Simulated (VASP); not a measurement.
Set up this calculation in VASP 6.6.1, as the native input.

- Task: single point
- Functional: LDA
- Potentials or basis: VASP PAW LDA potentials, release 64 (Ga_d, P)
- Cutoff: 500 eV
- k mesh: 7 × 7 × 7
- Occupations: gaussian, width 0.01 eV
- Spin: no spin polarisation
- Dipole correction: no
- Further INCAR settings: ALGO = Normal; EDIFF = 1e-06; NBANDS = 16

The structure of GaP lies in POSCAR:

```
GaP
1.0
    0.0000000000      2.7252500000      2.7252500000
    2.7252500000      0.0000000000      2.7252500000
    2.7252500000      2.7252500000      0.0000000000
Ga P
1 1
Direct
    0.0000000000      0.0000000000      0.0000000000
    0.7500000000      0.7500000000      0.7500000000
```

These files were run (other wordings do the same):

INCAR

```
SYSTEM = GaP
  ALGO = Normal
  EDIFF = 1E-6
  ENCUT = 500
  GGA_COMPAT = .FALSE.
  ISIF = 2
  ISMEAR = 0
  LASPH = .TRUE.
  LCHARG = .FALSE.
  LREAL = .FALSE.
  LWAVE = .FALSE.
  NBANDS = 16
  NELM = 120
  PREC = Accurate
  SIGMA = 0.01
```

KPOINTS

```
k-points
0
G
  7 7 7
  0 0 0
```

Potentials or basis: VASP PAW LDA potentials, release 64 (Ga_d, P).

The run is started by

```console
$ cat potpaw_LDA.64/Ga_d/POTCAR potpaw_LDA.64/P/POTCAR > POTCAR
$ mpirun -np 1 vasp_std > vasp.out
```

Results of the run:

* Pressure: -2.7 GPa
* Band gap on the k mesh: 1.44 eV (least direct gap 1.64 eV)

Caveat: an odd mesh through Γ misses points on the zone boundary, where band edges can lie.

It took 4.7 s on 1 thread of Intel(R) Xeon(R) Platinum 8481C CPU @ 2.70GHz (Sapphire Rapids) (shared host), peak memory 0.14 GiB.
